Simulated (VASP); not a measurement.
Crystal: AlNi (l.f).

```
CELL_PARAMETERS angstrom
2.86000 0.00000 0.00000
0.00000 2.86000 0.00000
0.00000 0.00000 2.86000
ATOMIC_POSITIONS crystal
Ni 0.00000 0.00000 0.00000
Al 0.50000 0.50000 0.50000
```

| Property | Result |
| --- | --- |
| Program | VASP 6.6.1 |
| Task | relaxation of cell and atoms |
| Functional | LDA |
| Potentials or basis | VASP PAW LDA potentials, release 64 (Ni, Al) |
| Cutoff | 600 eV |
| k mesh | 14 × 14 × 14 |
| Occupations | gaussian, width 0.1 eV |
| Spin | no spin polarisation |

At the start: pressure -4.8 GPa; volume 11.70 Å³/atom.

Question: Where does the relaxation end?

Answer: Over 6 steps the energy falls by 4.8 meV/atom and the volume is 11.38 Å³/atom (-2.7 %); space group Pm-3m (No. 221, to 0.05 Å).

Step by step:
| step | energy change (eV) | largest force (eV/Å) | pressure (GPa) | volume (Å³) |
| --- | --- | --- | --- | --- |
| 1 | 0.0000 | 0.0000 | -4.80 | 23.39 |
| 2 | -0.0021 | 0.0000 | 4.62 | 22.23 |
| 3 | -0.0096 | 0.0000 | -0.04 | 22.77 |
| 4 | -0.0096 | 0.0000 | 0.07 | 22.75 |
| 5 | -0.0096 | 0.0000 | -0.04 | 22.77 |
| 6 | -0.0096 | 0.0000 | 0.00 | 22.76 |

Final structure:
```
CELL_PARAMETERS angstrom
2.83407 0.00000 0.00000
0.00000 2.83407 0.00000
0.00000 0.00000 2.83407
ATOMIC_POSITIONS crystal
Ni 0.00000 0.00000 0.00000
Al 0.50000 0.50000 0.50000
```
